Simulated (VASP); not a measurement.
Write the native input for VASP 6.6.1 that does the following.

| Property | Result |
| --- | --- |
| Task | single point |
| Functional | PBEsol |
| Potentials or basis | VASP PAW PBE potentials, release 64 (La) |
| Cutoff | 520 eV |
| k mesh | 13 × 13 × 4 |
| Occupations | fermi-dirac, width 0.1 eV |
| Spin | no spin polarisation |
| Dipole correction | no |
| Further INCAR settings | ALGO = Normal; EDIFF = 1e-06; NBANDS = 30 |

The structure of La lies in POSCAR:

```
La
1.0
    3.8062924175      0.0000000000      0.0000000000
   -1.9031462087      3.2963459278      0.0000000000
    0.0000000000      0.0000000000     12.2092730459
La
4
Direct
    0.0000000000      0.0000000000      1.0000000000
    1.0000000000      0.0000000000      0.5000000000
    0.3333333333      0.6666666667      0.7500000000
    0.6666666667      0.3333333333      0.2500000000
```

The input as run:

INCAR

```
PREC = Accurate ; ENCUT = 520
EDIFF = 1E-6 ; ISMEAR = -1
SIGMA = 0.1 ; LREAL = F
LASPH = T ; NELM = 100
ALGO = Normal ; ISIF = 2
LWAVE = F ; LCHARG = F
GGA = PS ; NBANDS = 30
```

KPOINTS

```
Automatic mesh
0
Gamma
  13 13 4
```

Potentials or basis: VASP PAW PBE potentials, release 64 (La).

Command:

```sh
$ cat potpaw_PBE.64/La/POTCAR > POTCAR
$ mpirun -np 1 vasp_std > vasp.out
```

Results of the run:

The pressure is -2.7 GPa and the band gap on the k mesh is zero (bands 22 and 23 overlap by 1.05 eV).

Caveat: the PAW data sets were made with another functional, which shifts forces and pressure a little; spin-orbit coupling is left out, which moves the levels of the heavy elements.

Wall time 7.8 min on 1 thread of Intel(R) Xeon(R) Platinum 8488C (Sapphire Rapids), with other jobs on the host, peak memory 0.41 GiB.
